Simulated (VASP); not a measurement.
## Sc4Al: single point with PBE

Crystal: Sc4Al.

```
Sc Al
1.0
    -3.28201    3.28201    2.07573
     3.28201   -3.28201    2.07573
     3.28201    3.28201   -2.07573
Sc Al
4 1
Cartesian
  -0.6564 1.9692 2.0757
  1.3128 2.6256 0.0000
  1.9692 0.6564 2.0757
  3.9384 1.3128 0.0000
  0.0000 0.0000 0.0000
```

```yaml
Program: VASP 6.6.1
Task: single point
Functional: PBE
Potentials_or_basis: VASP PAW PBE potentials, release 64 (Sc_sv, Al)
Cutoff: 520 eV
k_mesh: 6 × 6 × 6
Occupations: gaussian, width 0.1 eV
Spin: no spin polarisation
```

```
Pressure      : 19.7 GPa
Largest force : 0.555 eV/Å
```

Forces in eV/Å, atoms in the order of the input:
```
Sc  -0.416 -0.368  0.000
Sc   0.368 -0.416  0.000
Sc  -0.368  0.416  0.000
Sc   0.416  0.368  0.000
Al   0.000  0.000  0.000
```

Stress tensor (GPa, compression positive):
```
19.72  0.00  0.00
 0.00 19.72  0.00
 0.00  0.00 19.62
```

Levels at points of the mesh, in eV from the Fermi level:
```csv
k point,band 20,band 21,band 22,band 23,band 24,band 25,band 26,band 27,band 28,band 29
"(0.00, 0.00, 0.00)",-1.28,-1.21,-0.34,-0.01,0.11,0.11,0.73,0.73,0.97,1.43
"(0.50, 0.00, 0.00)",-1.76,-1.17,-0.36,-0.22,0.20,0.55,0.68,1.06,1.50,1.52
"(0.50, 0.50, 0.00)",-1.71,-0.67,-0.64,-0.50,-0.04,0.52,0.69,1.10,1.71,2.34
"(0.50, 0.50, 0.50)",-1.80,-1.68,-0.65,-0.60,-0.13,0.99,0.99,1.15,1.15,1.70
```

It took 70 s on 1 thread of AMD EPYC 9R45 96-Core Processor (Zen 5), with other jobs on the host, peak memory 0.25 GiB.
